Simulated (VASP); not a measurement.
# WC (Qusongite) (P-6m2) in VASP: further runs

Runs on WC (Qusongite). Level: PBE. Tasks: single point.

Program: VASP 6.6.1. These are calculated values, not measurements. Logs are shortened: lines on timing, memory, paths and dates and some standing lists are left out, and cuts for length are marked.

### 1 The cell of the first run

It takes space group P-6m2 (No. 187, hexagonal). The conventional cell has a = 2.819 Å, b = 2.819 Å, c = 3.015 Å, α = 90.00°, β = 90.00°, γ = 120.00°. W (site symmetry -6m2) has 6 C at 2.22 Å and 6 W at 2.82 Å within 2.9 Å. C (site symmetry -6m2) has 6 W at 2.22 Å and 6 C at 2.82 Å within 2.9 Å.

### 2 Single point, PBE

Input file INCAR:

```
SYSTEM = WC
ALGO = Normal
EDIFF = 1E-7
ENCUT = 520
GGA = PE
ISIF = 2
ISMEAR = 1
LASPH = .True.
LCHARG = .False.
LREAL = .False.
LWAVE = .False.
NBANDS = 16
NELM = 100
PREC = Accurate
SIGMA = 0.1
```

Input file KPOINTS:

```
k-points
0
Gamma
  14 14 12
  0 0 0
```

Input file POSCAR:

```
WC
1.0
    2.8193050000      0.0000000000      0.0000000000
   -1.4096525000      2.4415899100      0.0000000000
    0.0000000000      0.0000000000      3.0147730896
W C
1 1
Direct
    0.0000000000      0.0000000000      0.0000000000
    0.6666666667      0.3333333333      0.5000000000
```

Potentials or basis: VASP PAW PBE potentials, release 64 (W_sv, C).

On the command line:

```bash
> cat potpaw_PBE.64/W_sv/POTCAR potpaw_PBE.64/C/POTCAR > POTCAR
> mpirun -np 1 vasp_std > vasp.out
```

OUTCAR:

```text
SYSTEM = WC
   EDIFF = 1E-7
   ENCUT = 520
   GGA = PE
   ISIF = 2
   ISMEAR = 1
   LASPH = .True.
   LREAL = .False.
   NELM = 100
   PREC = Accurate

 ion  position               nearest neighbor table
   1  0.000  0.000  0.000-   2 2.22   2 2.22   2 2.22   2 2.22   2 2.22   2 2.22
   2  0.667  0.333  0.500-   1 2.22   1 2.22   1 2.22   1 2.22   1 2.22   1 2.22

  LATTYP: Found a hexagonal cell.
 ALAT       =     2.8193050000
 C/A-ratio  =     1.0693320125

  Lattice vectors:

 A1 = (   2.8193050000,   0.0000000000,   0.0000000000)
 A2 = (  -1.4096525000,   2.4415899100,   0.0000000000)
 A3 = (   0.0000000000,   0.0000000000,   3.0147730896)

Analysis of symmetry for initial positions (statically):
=====================================================================
 Subroutine PRICEL returns:
 Original cell was already a primitive cell.

 Routine SETGRP: Setting up the symmetry group for a
 hexagonal supercell.

 Subroutine GETGRP returns: Found 12 space group operations
 (whereof 12 operations were pure point group operations)
 out of a pool of 24 trial point group operations.

The static configuration has the point symmetry D_3h.

Analysis of symmetry for dynamics (positions and initial velocities):
=====================================================================
 Subroutine PRICEL returns:
 Original cell was already a primitive cell.

 Routine SETGRP: Setting up the symmetry group for a
 hexagonal supercell.

 Subroutine GETGRP returns: Found 12 space group operations
 (whereof 12 operations were pure point group operations)
 out of a pool of 24 trial point group operations.

The dynamic configuration has the point symmetry D_3h.

 Subroutine INISYM returns: Found 12 space group operations
 (whereof 12 operations are pure point group operations),
 and found     1 'primitive' translations

----------------------------------------------------------------------------------------

                                     Primitive cell

  volume of cell :      20.7525

  direct lattice vectors                    reciprocal lattice vectors
     2.819305000  0.000000000  0.000000000     0.354697346  0.204784595  0.000000000
    -1.409652500  2.441589910  0.000000000     0.000000000  0.409569189  0.000000000
     0.000000000  0.000000000  3.014773090     0.000000000  0.000000000  0.331699922

  length of vectors
     2.819305000  2.819305138  3.014773090     0.409569209  0.409569189  0.331699922

  position of ions in fractional coordinates (direct lattice)
     0.000000000  0.000000000  0.000000000
     0.666666667  0.333333333  0.500000000

  ion indices of the primitive-cell ions
   primitive index   ion index
                 1           1
                 2           2

----------------------------------------------------------------------------------------

 KPOINTS: k-points

Automatic generation of k-mesh.
 Grid dimensions read from file:
 generate k-points for:   14   14   12

 Generating k-lattice:

  Cartesian coordinates                     Fractional coordinates (reciprocal lattice)
     0.025335525  0.014627471  0.000000000     0.071428571  0.000000000  0.000000000
     0.000000000  0.029254942  0.000000000     0.000000000  0.071428571  0.000000000
     0.000000000  0.000000000  0.027641660     0.000000000  0.000000000  0.083333333

  Length of vectors
     0.029254944  0.029254942  0.027641660

  Shift w.r.t. Gamma in fractional coordinates (k-lattice)
     0.000000000  0.000000000  0.000000000

 Subroutine IBZKPT returns following result:
 ===========================================

 Found    168 irreducible k-points:

 Following reciprocal coordinates:
            Coordinates               Weight
  0.000000  0.000000  0.000000      1.000000
  0.071429  0.000000  0.000000      6.000000
  0.142857  0.000000  0.000000      6.000000
  0.214286 -0.000000  0.000000      6.000000
  0.285714 -0.000000  0.000000      6.000000
  0.357143  0.000000  0.000000      6.000000
[... 16 lines left out ...]
  0.285714  0.285714  0.000000      6.000000
  0.357143  0.285714  0.000000      6.000000
 [... further k-points ...]
   k-points           NKPTS =    168   k-points in BZ     NKDIM =    168   number of bands    NBANDS=     16
   number of dos      NEDOS =    301   number of ions     NIONS =      2
   total plane-waves  NPLWV =  13824
   dimension x,y,z NGX =    24 NGY =   24 NGZ =   24
   dimension x,y,z NGXF=    48 NGYF=   48 NGZF=   48
   ions per type =               1   1
   NGX,Y,Z   is equivalent  to a cutoff of  14.15, 14.15, 13.23 a.u.
   NGXF,Y,Z  is equivalent  to a cutoff of  28.30, 28.30, 26.47 a.u.
 SYSTEM =  WC
   PREC   = accura    normal or accurate (medium, high low for compatibility)
   ISTART =      0    job   : 0-new  1-cont  2-samecut
   ICHARG =      2    charge: 1-file 2-atom 10-const
   ISPIN  =      1    spin polarized calculation?
   LNONCOLLINEAR =      F non collinear calculations
   LSORBIT =      F    spin-orbit coupling
   LASPH  =      T    aspherical Exc in radial PAW
   ENCUT  =  520.0 eV  38.22 Ry    6.18 a.u.   5.24  5.24  5.61*2*pi/ulx,y,z
   NELM   =    100;   NELMIN=  2; NELMDL= -5     # of ELM steps
   EDIFF  = 0.1E-06   stopping-criterion for ELM
   LREAL  =      F    real-space projection
   EDIFFG = 0.1E-05   stopping-criterion for IOM
   NSW    =      0    number of steps for IOM
   IBRION =     -1    ionic relax: 0-MD 1-quasi-New 2-CG
   NFREE  =      0    steps in history (QN), initial steepest desc. (CG)
   ISIF   =      2    stress and relaxation
   ISYM   =      2    0-nonsym 1-usesym 2-fastsym
   POTIM  = 0.5000    time-step for ionic-motion
   TEBEG  =    0.0;   TEEND  =   0.0 temperature during run
   PSTRESS=    0.0 pullay stress
   NELECT =      18.0000    total number of electrons
   NUPDOWN=      -1.0000    fix difference up-down
   EMIN   =  10.00;   EMAX   =-10.00  energy-range for DOS
   EFERMI =   0.00;   METHOD = LEGACY
   ISMEAR =     1;   SIGMA  =   0.10  broadening in eV -4-tet -1-fermi 0-gaus
   EFERMI_NEDOS =   21; number of points for ismear=-14 and -15
   IALGO  =     38    algorithm
   IMIX   =      4    mixing-type and parameters
     AMIX     =   0.40;   BMIX     =  1.00
     AMIX_MAG =   1.60;   BMIX_MAG =  1.00
  volume/ion in A,a.u.               =      10.38        70.02
  Fermi-wavevector in a.u.,A,eV,Ry     =   1.561262  2.950358 33.164743  2.437540
  Thomas-Fermi vector in A             =   2.664353
   LORBIT       =      0    0 simple, 1 ext, 2 COOP (PROOUT), +10 PAW based schemes
   GGA     = PE    functional components
   LHFCALC =     F    Hartree Fock is set to
   AEXX    =    0.0000 exact exchange contribution
   IVDW    =     0    specifies the selected vdW correction
   LEPSILON=     F    determine dielectric tensor
   LRPA    =     F    only Hartree local field effects (RPA)
 non-spin polarized calculation
 Methfessel and Paxton  Order N= 1 SIGMA  =   0.10
  energy-cutoff  :      520.00
  volume of cell :       20.75
 maximum number of plane-waves:       569
 NGX is ok and might be reduce to    24

 number of electron      18.0000000 magnetization

 Free energy of the ion-electron system (eV)
  ---------------------------------------------------
  ext. energy  EPLUGINS =         0.00000000
  ---------------------------------------------------
  free energy    TOTEN  =       -22.18286363 eV

  energy without entropy =      -22.18279503  energy(sigma->0) =      -22.18284077

 E-fermi :  11.1094     XC(G=0): -13.8188

 val. band max:       11.1072589265   @ k =   0.4286   0.1429   0.0000
 cond. band min:      11.1497477651   @ k =   0.5000  -0.0000   0.5000
 fundamental gap:      0.0424888386
 Fermi energy:        11.1093707376

 k-point     1 :       0.0000    0.0000    0.0000
  band No.  band energies     occupation
      1     -62.9398      2.00000
      2     -27.0896      2.00000
      3     -26.6796      2.00000
      4     -26.6796      2.00000
      5      -3.3399      2.00000
      6       6.5112      2.00000
[... 8 lines left out ...]
     15      24.9609      0.00000
     16      28.5657      0.00000

 k-point     2 :       0.0714    0.0000    0.0000
  band No.  band energies     occupation
      1     -62.9357      2.00000
      2     -27.0819      2.00000
      3     -26.7349      2.00000
      4     -26.6920      2.00000
      5      -3.1977      2.00000
      6       6.6354      2.00000
[... 8 lines left out ...]
     15      24.8264      0.00000
     16      28.8693      0.00000

 k-point     3 :       0.1429    0.0000    0.0000
  band No.  band energies     occupation
      1     -62.9239      2.00000
      2     -27.0602      2.00000
      3     -26.8878      2.00000
      4     -26.7265      2.00000
      5      -2.7896      2.00000
      6       6.8430      2.00000
[... 8 lines left out ...]
     15      24.7085      0.00000
     16      28.9263      0.00000

 k-point     4 :       0.2143   -0.0000    0.0000
  band No.  band energies     occupation
      1     -62.9068      2.00000
      2     -27.1034      2.00000
      3     -27.0287      2.00000
      4     -26.7760      2.00000
      5      -2.1669      2.00000
      6       6.3595      2.00000
[... 8 lines left out ...]
     15      25.0948      0.00000
     16      28.2723      0.00000

 k-point     5 :       0.2857   -0.0000    0.0000
  band No.  band energies     occupation
      1     -62.8878      2.00000
      2     -27.3356      2.00000
      3     -26.9936      2.00000
      4     -26.8305      2.00000
      5      -1.4063      2.00000
      6       5.5886      2.00000
[... 8 lines left out ...]
     15      26.1058      0.00000
     16      28.3024      0.00000

 k-point     6 :       0.3571    0.0000    0.0000
  band No.  band energies     occupation
      1     -62.8707      2.00000
      2     -27.5390      2.00000
      3     -26.9617      2.00000
      4     -26.8790      2.00000
      5      -0.6141      2.00000
      6       4.9022      2.00000
[... 8 lines left out ...]
     15      26.2478      0.00000
     16      28.7048      0.00000

 k-point     7 :       0.4286   -0.0000    0.0000
  band No.  band energies     occupation
      1     -62.8588      2.00000
      2     -27.6768      2.00000
      3     -26.9396      2.00000
      4     -26.9124      2.00000
      5       0.0445      2.00000
      6       4.3956      2.00000
[... 8 lines left out ...]
     15      24.6931      0.00000
     16      29.5857      0.00000

 k-point     8 :       0.5000   -0.0000    0.0000
  band No.  band energies     occupation
      1     -62.8546      2.00000
      2     -27.7253      2.00000
      3     -26.9317      2.00000
      4     -26.9242      2.00000
      5       0.3181      2.00000
      6       4.1938      2.00000
[... 8 lines left out ...]
     15      23.9495      0.00000
     16      30.0308      0.00000

 k-point     9 :       0.0714    0.0714    0.0000
  band No.  band energies     occupation
      1     -62.9277      2.00000
      2     -27.0672      2.00000
      3     -26.8369      2.00000
      4     -26.7176      2.00000
      5      -2.9224      2.00000
      6       6.8244      2.00000
[... 8 lines left out ...]
     15      24.7130      0.00000
     16      29.1981      0.00000
[... 172 lines left out ...]
 k-point    19 :       0.4286    0.1429    0.0000
  band No.  band energies     occupation
      1     -62.8507      2.00000
      2     -27.6623      2.00000
      3     -27.0537      2.00000
      4     -26.9246      2.00000
      5       0.6183      2.00000
      6       4.3678      2.00000
[... 8 lines left out ...]
     15      24.9887      0.00000
     16      29.4800      0.00000

 k-point    20 :       0.2143    0.2143    0.0000
  band No.  band energies     occupation
      1     -62.8662      2.00000
      2     -27.4738      2.00000
      3     -27.0198      2.00000
      4     -26.9535      2.00000
      5      -0.3418      2.00000
      6       5.0797      2.00000
[... 8 lines left out ...]
     15      26.8325      0.00000
     16      28.4716      0.00000

 k-point    21 :       0.2857    0.2143    0.0000
  band No.  band energies     occupation
      1     -62.8546      2.00000
      2     -27.5481      2.00000
      3     -27.1188      2.00000
      4     -26.9318      2.00000
      5       0.3635      2.00000
      6       4.7636      2.00000
[... 8 lines left out ...]
     15      26.5723      0.00000
     16      28.7773      0.00000

 k-point    22 :       0.3571    0.2143    0.0000
  band No.  band energies     occupation
      1     -62.8481      2.00000
      2     -27.5837      2.00000
      3     -27.1789      2.00000
      4     -26.9197      2.00000
      5       0.8302      2.00000
      6       4.5859      2.00000
[... 8 lines left out ...]
     15      26.0392      0.00000
     16      28.9546      0.00000

 k-point    23 :       0.2857    0.2857    0.0000
  band No.  band energies     occupation
      1     -62.8472      2.00000
      2     -27.5263      2.00000
      3     -27.2535      2.00000
      4     -26.9180      2.00000
      5       0.9059      2.00000
      6       4.7245      2.00000
[... 8 lines left out ...]
     15      26.6698      0.00000
     16      28.6290      0.00000

 k-point    24 :       0.3571    0.2857    0.0000
  band No.  band energies     occupation
      1     -62.8445      2.00000
      2     -27.4932      2.00000
      3     -27.3269      2.00000
      4     -26.9130      2.00000
      5       1.1217      2.00000
      6       4.7493      2.00000
[... 8 lines left out ...]
     15      26.5440      0.00000
     16      27.8758      0.00000

 [... further k-points ...]
[... 5 lines left out ...]
  --------------------------------------------------------------------------------------
  -------------------------------------------------------------------------------------
  Total        3.4822794      3.4822799     -4.8411945      0.0000000     -0.0000000      0.0000000
  in kB      268.8467461    268.8467811   -373.7607564      0.0000000     -0.0000000      0.0000000
  external PRESSURE =      54.6442569 kB  Pullay stress =       0.0000000 kB

 VOLUME and BASIS-vectors are now :
 -----------------------------------------------------------------------------
  energy-cutoff  :      520.00
  volume of cell :       20.75
      direct lattice vectors                 reciprocal lattice vectors
     2.819305000  0.000000000  0.000000000     0.354697346  0.204784595  0.000000000
    -1.409652500  2.441589910  0.000000000     0.000000000  0.409569189  0.000000000
     0.000000000  0.000000000  3.014773090     0.000000000  0.000000000  0.331699922

 POSITION                                       TOTAL-FORCE (eV/Angst)
 -----------------------------------------------------------------------------------
      0.00000      0.00000      0.00000         0.000000      0.000000      0.000000
      1.40965      0.81386      1.50739        -0.000000     -0.000000      0.000000
 -----------------------------------------------------------------------------------
    total drift:                               -0.000000      0.000000      0.000000

  FREE ENERGIE OF THE ION-ELECTRON SYSTEM (eV)
  ---------------------------------------------------
  free  energy   TOTEN  =       -22.1828636346 eV

  energy  without entropy=      -22.1827950335  energy(sigma->0) =      -22.18284077
```

Wall time 24 s (1 thread of AMD EPYC 9R45 (Zen 5), shared host); peak memory 0.15 GiB.

Results:

* Free energy: -22.1829 eV
* Pressure: 5.5 GPa
* Band gap on the k mesh: zero (band 9 reaches 11.37 eV, above the bottom of band 10 at 10.43 eV)

Levels at points of the mesh, in eV from the Fermi level:
```
           k point  band 7  band 8  band 9  band 10  band 11  band 12
(0.00, 0.00, 0.00)   -2.73   -2.73   -0.79     3.13     3.13     5.22
(0.50, 0.00, 0.00)   -4.56   -3.70    0.09     2.02     5.11     5.73
(0.00, 0.00, 0.50)   -1.14   -1.14   -0.68    -0.68     1.94     4.92
(0.50, 0.00, 0.50)   -4.47   -3.64    0.04     4.47     5.00     6.40
```

Caveat: spin-orbit coupling is left out, which moves the levels of the heavy elements.

### 3 Single point, PBE

This run uses another cell than the first one, of the same volume but with other edges.

Input file INCAR:

```
PREC = Accurate ; ENCUT = 520
EDIFF = 1E-6 ; ISMEAR = 1
SIGMA = 0.1 ; LREAL = F
LASPH = T ; NELM = 60
ALGO = Normal ; ISIF = 2
LWAVE = F ; LCHARG = T
GGA = PE ; LELF = T
LVHAR = T ; NBANDS = 16
```

Input file KPOINTS:

```
Automatic mesh
0
Gamma
  14 14 12
```

Input file POSCAR:

```
WC
1.0
    2.8629025000      0.0000000000      0.0000000000
   -1.4314512500      2.4793464550      0.0000000000
    0.0000000000      0.0000000000      2.9236517303
W C
1 1
Direct
    0.0000000000      0.0000000000      0.0000000000
    0.6666666667      0.3333333333      0.5000000000
```

Potentials or basis: VASP PAW PBE potentials, release 64 (W_sv, C).

On the command line:

```bash
> cat potpaw_PBE.64/W_sv/POTCAR potpaw_PBE.64/C/POTCAR > POTCAR
> mpirun -np 1 vasp_std > vasp.out
```

Wall time 23 s (1 thread of AMD EPYC 9R45 (Zen 5), shared host); peak memory 0.15 GiB.

Results (log left out):

```yaml
Free_energy: -22.3775 eV
Pressure: 5.4 GPa
Band_gap_on_the_k_mesh: zero (band 9 reaches 11.66 eV, above the bottom of band 10 at 10.45 eV)
```

Stress tensor (GPa, compression positive):
```
 16.36   0.00   0.00
  0.00  16.36   0.00
  0.00   0.00 -16.46
```

Levels at points of the mesh, in eV from the Fermi level:
```csv
k point,band 5,band 6,band 7,band 8,band 9,band 10,band 11,band 12,band 13,band 14
"(0.00, 0.00, 0.00)",-14.42,-4.40,-3.01,-3.01,-0.34,3.17,3.17,5.44,5.44,6.81
"(0.50, 0.00, 0.00)",-10.93,-6.95,-4.09,-3.59,-0.17,2.18,4.83,5.35,6.61,9.27
"(0.00, 0.00, 0.50)",-10.64,-8.73,-1.56,-1.56,-0.62,-0.62,2.84,4.75,4.75,9.88
"(0.50, 0.00, 0.50)",-11.26,-6.47,-4.31,-3.97,0.19,4.72,4.95,6.59,9.14,10.09
```

Caveat: spin-orbit coupling is left out, which moves the levels of the heavy elements.

### 4 Single point, PBE

This run uses another cell than the first one, of the same volume but with other edges.

Input file INCAR:

```
  PREC = Accurate
  ENCUT = 520
  EDIFF = 1E-6
  ISMEAR = 1
  SIGMA = 0.1
  LREAL = F
  LASPH = T
  NELM = 60
  ALGO = Normal
  ISIF = 2
  LWAVE = F
  LCHARG = F
  GGA = PE
  NBANDS = 16
```

KPOINTS is that of step 3.

Input file POSCAR:

```
WC
1.0
    2.9065000000      0.0000000000      0.0000000000
   -1.4532500000      2.5171030000      0.0000000000
    0.0000000000      0.0000000000      2.8366000000
W C
1 1
Direct
    0.0000000000      0.0000000000      0.0000000000
    0.6666666667      0.3333333333      0.5000000000
```

On the command line:

```bash
> cat potpaw_PBE.64/W_sv/POTCAR potpaw_PBE.64/C/POTCAR > POTCAR
> mpirun -np 1 vasp_std > vasp.out
```

It took 25 s on 1 thread of AMD EPYC 9R45 (Zen 5), shared host; peak memory 0.15 GiB.

Results (log left out):

```
Free energy            : -22.4417 eV
Pressure               : 6.8 GPa
Band gap on the k mesh : zero (band 9 reaches 11.76 eV, above the bottom of band 10 at 10.49 eV)
```

Stress tensor (GPa, compression positive):
```
6.72 0.00 0.00
0.00 6.72 0.00
0.00 0.00 6.96
```

Levels at points of the mesh, in eV from the Fermi level:
```csv
k point,band 7,band 8,band 9,band 10,band 11,band 12
"(0.00, 0.00, 0.00)",-3.31,-3.31,0.11,3.26,3.26,5.65
"(0.50, 0.00, 0.00)",-3.59,-3.55,-0.45,2.37,4.56,4.91
"(0.00, 0.00, 0.50)",-1.99,-1.99,-0.56,-0.56,3.69,4.55
"(0.50, 0.00, 0.50)",-4.29,-4.17,0.31,4.46,5.33,6.66
```

Caveat: spin-orbit coupling is left out, which moves the levels of the heavy elements.

(Continued in part 2 of 2.)
